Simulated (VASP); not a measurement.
A run of VASP 6.6.1:

File INCAR:

```
SYSTEM = GaN
PREC = Accurate ; ENCUT = 520
EDIFF = 1E-6 ; ISMEAR = 0
SIGMA = 0.05 ; LREAL = .FALSE.
LASPH = .TRUE. ; NELM = 60
ALGO = Normal ; ISIF = 2
LWAVE = .FALSE. ; LCHARG = .FALSE.
GGA = CA ; NBANDS = 46
```

File KPOINTS:

```
regular mesh
0
G
  8 6 6
  0 0 0
```

POSCAR

```
GaN
1.0
   -3.1515767111      0.0000000000      0.0000000000
    0.0000000000      0.0000000000     -5.1382481593
    0.0000000000     -5.4586909876      0.0000000000
Ga N
4 4
Direct
    0.5000000000      0.0032824223      0.1731902833
    0.0000000000     -0.0018799165      0.6601430501
    0.0000000000      0.4981200835      0.3398569499
    0.5000000000      0.5032824223      0.8268097167
    0.5000000000      0.6231009582      0.1676104755
    0.0000000000      0.6254965360      0.6657228579
    0.0000000000      0.1254965360      0.3342771421
    0.5000000000      0.1231009582      0.8323895245
```

Potentials or basis: VASP PAW LDA potentials, release 64 (Ga_d, N).

Launch:

```console
$ cat potpaw_LDA.64/Ga_d/POTCAR potpaw_LDA.64/N/POTCAR > POTCAR
$ mpirun -np 1 vasp_std > vasp.out
```

Hardware: 1 thread of Intel Xeon 8259CL, on a shared host.

Q: How long does it take, and how much memory?

A: Wall time 4.3 min on 1 thread of Intel Xeon 8259CL, on a shared host, peak memory 0.3 GiB. Counts: scf iterations 15, k points 80.
